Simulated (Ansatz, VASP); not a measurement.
## Two plane-wave programs on BN

Contents of INCAR:

```
SYSTEM = BN
  ALGO = Normal
  EDIFF = 1E-6
  ENCUT = 600
  GGA = PS
  GGA_COMPAT = .FALSE.
  ISIF = 2
  ISMEAR = -1
  LASPH = .TRUE.
  LCHARG = .FALSE.
  LREAL = .FALSE.
  LWAVE = .FALSE.
  NBANDS = 16
  NELM = 120
  PREC = Accurate
  SIGMA = 0.05
```

Contents of KPOINTS:

```
k-points
0
G
  10 10 5
  0 0 0
```

Contents of POSCAR:

```
BN
1.0
    2.5539396017      0.0000000000      0.0000000000
   -1.2769698009      2.2117765748      0.0000000000
    0.0000000000      0.0000000000      4.2268550000
N B
2 2
Direct
    0.3333333333      0.6666666667      0.1252760000
    0.6666666667      0.3333333333      0.6252760000
    0.3333333333      0.6666666667      0.4997240000
    0.6666666667      0.3333333333      0.9997240000
```

The input input.yaml:

```yaml
crystal:
  lattice:
    - [2.5539396017, 0.0, 0.0]
    - [-1.2769698009, 2.2117765748, 0.0]
    - [0.0, 0.0, 4.226855]
  atoms:
    - { symbol: "N", position: [0.3333333333, 0.6666666667, 0.125276] }
    - { symbol: "N", position: [0.6666666667, 0.3333333333, 0.625276] }
    - { symbol: B, position: [0.3333333333, 0.6666666667, 0.499724] }
    - { symbol: B, position: [0.6666666667, 0.3333333333, 0.999724] }
hamiltonian:
  xc: pbesol
  pseudopotentials: { kind: paw }
kpoints:
  mp_grid: { grid: [10, 10, 5] }
  band_path:
    path:
      - [[0.0, 0.0, 0.0], [0.5, 0.0, 0.0], [0.3333333333, 0.3333333333, 0.0], [0.0, 0.0, 0.0], [0.0, 0.0, 0.5], [0.5, 0.0, 0.5], [0.3333333333, 0.3333333333, 0.5], [0.0, 0.0, 0.5]]
      - [[0.5, 0.0, 0.5], [0.5, 0.0, 0.0]]
      - [[0.3333333333, 0.3333333333, 0.0], [0.3333333333, 0.3333333333, 0.5]]
    npoints: 14
scf:
  occupations: { method: fermi_dirac, width: 0.05 }
  n_extra_bands: 10
output:
  forces: true
  stress: true
  eigenvalues: true
  fatbands: false
  write_density: true
  write_potential: true
  elf: true
  volumetric_format: npy
```

Alike in both runs: functional PBEsol; k mesh 10 × 10 × 5; occupations fermi-dirac, width 0.05 eV; no spin polarisation.

|  | VASP | Ansatz |
| --- | --- | --- |
| version | VASP 6.6.1 | Ansatz 0.2.0 |
| potentials or method | VASP PAW PBE potentials, release 64 (N, B) | Ansatz PAW |
| plane-wave cutoff (eV) | 600 | 420 |
| valence electrons in the cell | 16 | 16 |
| task | single point | band structure |

|  | VASP | Ansatz | Ansatz less VASP |
| --- | --- | --- | --- |
| gap on the k mesh at the Fermi level (eV) | 5.17 | 5.18 | +0.017 |
| least direct gap on the mesh (eV) | 8.14 | 8.14 | +0.004 |
| pressure (GPa) | -5.6 | -5.9 | -0.26 |
| traceless stress, the component that is largest in VASP (GPa) | -0.42 | -0.38 | +0.036 |
| rms of the force components (eV/Å) | 0.006 | 0.008 | +0.0018 |

VASP's potentials were made for PBE, not for PBEsol. Atom by atom the forces differ by 0.002 eV/Å (rms over components).

Noted on Ansatz's run: Pulay correction over one GPa; the k mesh misses the band edges, so the gap on the mesh is wider than the one along the path.
